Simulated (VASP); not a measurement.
Al3Cu2, 5 atoms in the cell. It takes space group P-3m1 (No. 164, trigonal). Conventional cell: a = 4.092 Å, b = 4.092 Å, c = 4.993 Å, α = 90.00°, β = 90.00°, γ = 120.00°. Within 3.3 Å of Al (site symmetry -3m) lie 6 Cu at 2.49 Å and 6 Al at 2.94 Å. Al (site symmetry 3m) has 5 Cu at 2.44 to 2.55 Å and 6 Al at 2.80 to 2.94 Å within 3.2 Å. Within 3.2 Å of Cu (site symmetry 3m) lie 8 Al at 2.44 to 2.55 Å and 3 Cu at 2.85 Å. 

* Program: VASP 6.6.1
* Task: single point
* Functional: PBEsol
* Potentials or basis: VASP PAW PBE potentials, release 64 (Al, Cu)
* Cutoff: 520 eV
* k mesh: 6 × 6 × 6
* Occupations: gaussian, width 0.1 eV
* Spin: no spin polarisation
* Dipole correction: no
* Further INCAR settings: ALGO = Normal; EDIFF = 1e-06; NBANDS = 24

Potentials or basis: VASP PAW PBE potentials, release 64 (Al, Cu).

The run is started by

```console
$ cat potpaw_PBE.64/Al/POTCAR potpaw_PBE.64/Cu/POTCAR > POTCAR
$ mpirun -np 1 vasp_std > vasp.out
```

Hardware: 1 thread of Intel(R) Xeon(R) 6975P-C (Granite Rapids) (shared host).

Estimate the wall time of this run.

Run time: 30 s on 1 thread of Intel(R) Xeon(R) 6975P-C (Granite Rapids) (shared host), peak memory 0.2 GiB. Counts: scf iterations 15, k points 34.
